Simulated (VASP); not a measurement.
# Sn (P1) in VASP: single point with PBE

Aim: the single point of Sn with PBE.

All numbers are computed with VASP 6.6.1; they aren't measurements. Logs are shortened: lines on timing, memory, paths and dates and some standing lists are left out, and cuts for length are marked.

### Step 1. The cell of the first run

The typed cell holds 4 atoms: a = 8.852 Å, b = 4.426 Å, c = 4.426 Å, α = 97.45°, β = 97.45°, γ = 137.79°.

### Step 2. Single point, PBE

Input file INCAR:

```
SYSTEM = Sn
ALGO     = Normal         ! electronic algorithm
EDIFF    = 1E-7           ! SCF threshold, eV
ENCUT    = 520            ! plane-wave cutoff, eV
GGA      = PE             ! functional
ISIF     = 2              ! what is computed and relaxed
ISMEAR   = -1             ! smearing method
LASPH    = .TRUE.         ! aspherical terms in the spheres
LCHARG   = .FALSE.        ! write CHGCAR
LREAL    = .FALSE.        ! projectors in reciprocal space
LWAVE    = .FALSE.        ! write WAVECAR
NBANDS   = 36             ! bands
NELM     = 60             ! most SCF steps
PREC     = Accurate       ! precision mode
SIGMA    = 0.08           ! smearing width, eV
```

Input file KPOINTS:

```
k-points
0
G
  4 7 5
  0 0 0
```

Input file POSCAR:

```
Sn
1.0
   -5.8392881500      5.8392881500      3.1876000000
    2.9196440750     -2.9196440750      1.5938000000
    2.9196440750      2.9196440750     -1.5938000000
Sn
4
Direct
   -0.0035437089     -0.0168579580      0.0120886310
    0.4738406796     -0.0387501803     -0.0145209481
    0.3997642494      0.2945347523      0.4920586082
    0.8799387541      0.2610734117      0.5103736831
```

Potentials or basis: VASP PAW PBE potentials, release 64 (Sn_d).

The run is started by

```bash
> cat potpaw_PBE.64/Sn_d/POTCAR > POTCAR
> mpirun -np 1 vasp_std > vasp.out
```

OUTCAR:

```text
SYSTEM = Sn
   EDIFF = 1E-7
   ENCUT = 520
   GGA = PE
   ISIF = 2
   ISMEAR = -1
   LASPH = .TRUE.
   LREAL = .FALSE.
   NELM = 60
   PREC = Accurate

 ion  position               nearest neighbor table
   1  0.996  0.983  0.012-   4 2.98   3 3.02   4 3.03   4 3.08   2 3.13   2 3.26   3 3.70   4 3.70

   2  0.474  0.961  0.985-   3 2.93   3 3.00   3 3.04   1 3.13   4 3.17   1 3.26   4 3.60   3 3.66

   3  0.400  0.295  0.492-   2 2.93   2 3.00   1 3.02   4 3.04   2 3.04   4 3.33   2 3.66   1 3.70

   4  0.880  0.261  0.510-   1 2.98   1 3.03   3 3.04   1 3.08   2 3.17   3 3.33   2 3.60   1 3.70

  LATTYP: Found a base centered monoclinic cell.
 ALAT       =     6.6526746395
 B/A-ratio  =     0.8777354172
 C/A-ratio  =     0.9582912656
 COS(beta)  =    -0.4791456328

  Lattice vectors:

 A1 = (   2.9196440750,   2.9196440750,  -1.5938000000)
 A2 = (  -2.9196440750,   2.9196440750,  -1.5938000000)
 A3 = (   0.0000000000,   0.0000000000,   6.3752000000)

Analysis of symmetry for initial positions (statically):
=====================================================================
 Subroutine PRICEL returns:
 Original cell was already a primitive cell.

 Routine SETGRP: Setting up the symmetry group for a
 base centered monoclinic supercell.

 Subroutine GETGRP returns: Found  1 space group operations
 (whereof  1 operations were pure point group operations)
 out of a pool of  4 trial point group operations.

The static configuration has the point symmetry C_1 .

Analysis of symmetry for dynamics (positions and initial velocities):
=====================================================================
 Subroutine PRICEL returns:
 Original cell was already a primitive cell.

 Routine SETGRP: Setting up the symmetry group for a
 base centered monoclinic supercell.

 Subroutine GETGRP returns: Found  1 space group operations
 (whereof  1 operations were pure point group operations)
 out of a pool of  4 trial point group operations.

The dynamic configuration has the point symmetry C_1 .

 Subroutine INISYM returns: Found  1 space group operations
 (whereof  1 operations are pure point group operations),
 and found     1 'primitive' translations

----------------------------------------------------------------------------------------

                                     Primitive cell

  volume of cell :     108.6885

  direct lattice vectors                    reciprocal lattice vectors
    -5.839288150  5.839288150  3.187600000     0.000000000  0.085626876  0.156857824
     2.919644075 -2.919644075  1.593800000     0.171253751  0.000000000  0.313715648
     2.919644075  2.919644075 -1.593800000     0.171253751  0.171253751  0.000000000

  length of vectors
     8.851856639  4.425928320  4.425928320     0.178707411  0.357414822  0.242189378

  position of ions in fractional coordinates (direct lattice)
     0.996456291  0.983142042  0.012088631
     0.473840680  0.961249820  0.985479052
     0.399764249  0.294534752  0.492058608
     0.879938754  0.261073412  0.510373683

  ion indices of the primitive-cell ions
   primitive index   ion index
                 1           1
                 2           2
                 3           3
                 4           4

----------------------------------------------------------------------------------------

 KPOINTS: k-points

Automatic generation of k-mesh.
 Grid dimensions read from file:
 generate k-points for:    4    7    5

 Generating k-lattice:

  Cartesian coordinates                     Fractional coordinates (reciprocal lattice)
     0.000000000  0.021406719  0.039214456     0.250000000 -0.000000000  0.000000000
     0.024464822  0.000000000  0.044816521     0.000000000  0.142857143  0.000000000
     0.034250750  0.034250750  0.000000000     0.000000000  0.000000000  0.200000000

  Length of vectors
     0.044676853  0.051059260  0.048437876

  Shift w.r.t. Gamma in fractional coordinates (k-lattice)
     0.000000000  0.000000000  0.000000000

 -----------------------------------------------------------------------------
|                                                                             |
|           W    W    AA    RRRRR   N    N  II  N    N   GGGG   !!!           |
|           W    W   A  A   R    R  NN   N  II  NN   N  G    G  !!!           |
|           W    W  A    A  R    R  N N  N  II  N N  N  G       !!!           |
|           W WW W  AAAAAA  RRRRR   N  N N  II  N  N N  G  GGG   !            |
|           WW  WW  A    A  R   R   N   NN  II  N   NN  G    G                |
|           W    W  A    A  R    R  N    N  II  N    N   GGGG   !!!           |
|                                                                             |
|     Your reciprocal lattice and k-lattice belong to different lattice       |
|     classes:                                                                |
|                                                                             |
|        The reciprocal lattice is base-centered monoclinic,                  |
|        whereas your k-lattice is triclinic.                                 |
|                                                                             |
|     Results are often still useful ...                                      |
|                                                                             |
 -----------------------------------------------------------------------------

 WARNING: IBZKPT: internal override: KBLOWUP is changed to .FALSE.
      ... skipping the blow-up phase ...

 Subroutine IBZKPT returns following result:
 ===========================================

 Found     71 irreducible k-points:

 Following reciprocal coordinates:
            Coordinates               Weight
  0.000000  0.000000  0.000000      1.000000
  0.250000  0.000000  0.000000      2.000000
  0.500000  0.000000  0.000000      1.000000
  0.000000  0.142857 -0.000000      2.000000
  0.250000  0.142857 -0.000000      2.000000
  0.500000  0.142857 -0.000000      2.000000
[... 16 lines left out ...]
 -0.250000  0.142857  0.200000      2.000000
  0.000000  0.285714  0.200000      2.000000
 [... further k-points ...]
   k-points           NKPTS =     71   k-points in BZ     NKDIM =     71   number of bands    NBANDS=     36
   number of dos      NEDOS =    301   number of ions     NIONS =      4
   total plane-waves  NPLWV =  90720
   dimension x,y,z NGX =    70 NGY =   36 NGZ =   36
   dimension x,y,z NGXF=   140 NGYF=   72 NGZF=   72
   ions per type =               4
   NGX,Y,Z   is equivalent  to a cutoff of  13.15, 13.52, 13.52 a.u.
   NGXF,Y,Z  is equivalent  to a cutoff of  26.29, 27.04, 27.04 a.u.
 SYSTEM =  Sn
   PREC   = accura    normal or accurate (medium, high low for compatibility)
   ISTART =      0    job   : 0-new  1-cont  2-samecut
   ICHARG =      2    charge: 1-file 2-atom 10-const
   ISPIN  =      1    spin polarized calculation?
   LNONCOLLINEAR =      F non collinear calculations
   LSORBIT =      F    spin-orbit coupling
   LASPH  =      T    aspherical Exc in radial PAW
   ENCUT  =  520.0 eV  38.22 Ry    6.18 a.u.  16.46  8.23  8.23*2*pi/ulx,y,z
   NELM   =     60;   NELMIN=  2; NELMDL= -5     # of ELM steps
   EDIFF  = 0.1E-06   stopping-criterion for ELM
   LREAL  =      F    real-space projection
   EDIFFG = 0.1E-05   stopping-criterion for IOM
   NSW    =      0    number of steps for IOM
   IBRION =     -1    ionic relax: 0-MD 1-quasi-New 2-CG
   NFREE  =      0    steps in history (QN), initial steepest desc. (CG)
   ISIF   =      2    stress and relaxation
   ISYM   =      2    0-nonsym 1-usesym 2-fastsym
   POTIM  = 0.5000    time-step for ionic-motion
   TEBEG  =    0.0;   TEEND  =   0.0 temperature during run
   PSTRESS=    0.0 pullay stress
   NELECT =      56.0000    total number of electrons
   NUPDOWN=      -1.0000    fix difference up-down
   EMIN   =  10.00;   EMAX   =-10.00  energy-range for DOS
   EFERMI =   0.00;   METHOD = LEGACY
   ISMEAR =    -1;   SIGMA  =   0.08  broadening in eV -4-tet -1-fermi 0-gaus
   EFERMI_NEDOS =   21; number of points for ismear=-14 and -15
   IALGO  =     38    algorithm
   IMIX   =      4    mixing-type and parameters
     AMIX     =   0.40;   BMIX     =  1.00
     AMIX_MAG =   1.60;   BMIX_MAG =  1.00
  volume/ion in A,a.u.               =      27.17       183.37
  Fermi-wavevector in a.u.,A,eV,Ry     =   1.312430  2.480134 23.435677  1.722474
  Thomas-Fermi vector in A             =   2.442823
   LORBIT       =      0    0 simple, 1 ext, 2 COOP (PROOUT), +10 PAW based schemes
   GGA     = PE    functional components
   LHFCALC =     F    Hartree Fock is set to
   AEXX    =    0.0000 exact exchange contribution
   IVDW    =     0    specifies the selected vdW correction
   LEPSILON=     F    determine dielectric tensor
   LRPA    =     F    only Hartree local field effects (RPA)
 non-spin polarized calculation
  energy-cutoff  :      520.00
  volume of cell :      108.69
 maximum number of plane-waves:      2941
 NGX is ok and might be reduce to    70
   NGX = 33   NGY = 17   NGZ = 17

 number of electron      56.0000002 magnetization

 Free energy of the ion-electron system (eV)
  ---------------------------------------------------
  ext. energy  EPLUGINS =         0.00000000
  ---------------------------------------------------
  free energy    TOTEN  =       -15.14274500 eV

  energy without entropy =      -15.09901022  energy(sigma->0) =      -15.12087761

 E-fermi :   7.9337     XC(G=0): -10.2967

 val. band max:        7.9280030122   @ k =  -0.2500  -0.2857   0.2000
 cond. band min:       7.9652875943   @ k =  -0.2500   0.0000   0.4000
 fundamental gap:      0.0372845821
 Fermi energy:         7.9337024601

 k-point     1 :       0.0000    0.0000    0.0000
  band No.  band energies     occupation
      1     -13.7255      2.00000
      2     -13.6411      2.00000
      3     -13.6093      2.00000
      4     -13.5759      2.00000
      5     -13.5705      2.00000
      6     -13.5532      2.00000
[... 28 lines left out ...]
     35      14.3355      0.00000
     36      14.6835      0.00000
[... 866 lines left out ...]
      6     -13.5162      2.00000
[... 28 lines left out ...]
     35      12.5859      0.00000
     36      13.0944      0.00000

 [... further k-points ...]

------------------------ aborting loop because EDIFF is reached ----------------------------------------

  FORCE on cell =-STRESS in cart. coord.  units (eV):
  Direction    XX          YY          ZZ          XY          YZ          ZX
  --------------------------------------------------------------------------------------
  -------------------------------------------------------------------------------------
  Total        2.9322601      1.0213388      1.4227112     -0.2845601      0.0737577      0.1544631
  in kB       43.2244471     15.0555557     20.9721858     -4.1947011      1.0872623      2.2769405
  external PRESSURE =      26.4173962 kB  Pullay stress =       0.0000000 kB

 VOLUME and BASIS-vectors are now :
 -----------------------------------------------------------------------------
  energy-cutoff  :      520.00
  volume of cell :      108.69
      direct lattice vectors                 reciprocal lattice vectors
    -5.839288150  5.839288150  3.187600000     0.000000000  0.085626876  0.156857824
     2.919644075 -2.919644075  1.593800000     0.171253751  0.000000000  0.313715648
     2.919644075  2.919644075 -1.593800000     0.171253751  0.171253751  0.000000000

 POSITION                                       TOTAL-FORCE (eV/Angst)
 -----------------------------------------------------------------------------------
     -2.91288      2.98347      4.72397         0.107861     -0.088125     -0.091044
      2.91686      2.83763      1.47180        -0.180926      0.082116      0.178229
     -0.03777      2.91104      0.95947         0.200740      0.106219     -0.198178
     -2.88587      5.86608      2.40756        -0.127675     -0.100210      0.110994
 -----------------------------------------------------------------------------------
    total drift:                                0.000003     -0.000311     -0.000118

  FREE ENERGIE OF THE ION-ELECTRON SYSTEM (eV)
  ---------------------------------------------------
  free  energy   TOTEN  =       -15.1427450047 eV

  energy  without entropy=      -15.0990102161  energy(sigma->0) =      -15.12087761
```

Wall time 3 min (1 thread of Intel Xeon 6975P-C (Granite Rapids), shared host); peak memory 0.4 GiB.

What came out:

- Free energy: -15.1427 eV
- Pressure: 2.6 GPa
- Largest force: 0.301 eV/Å
- Band gap on the k mesh: zero (bands 28 and 29 overlap by 2.76 eV)

Forces on the atoms (eV/Å):
```
Sn   0.108 -0.088 -0.091
Sn  -0.181  0.082  0.178
Sn   0.201  0.106 -0.198
Sn  -0.128 -0.100  0.111
```

Stress tensor (GPa, compression positive):
```
 4.32 -0.42  0.23
-0.42  1.51  0.11
 0.23  0.11  2.10
```

Caveat: spin-orbit coupling is left out, which moves the levels of the heavy elements.

The gap in the log of VASP goes by the Fermi energy; the results here count the filled bands.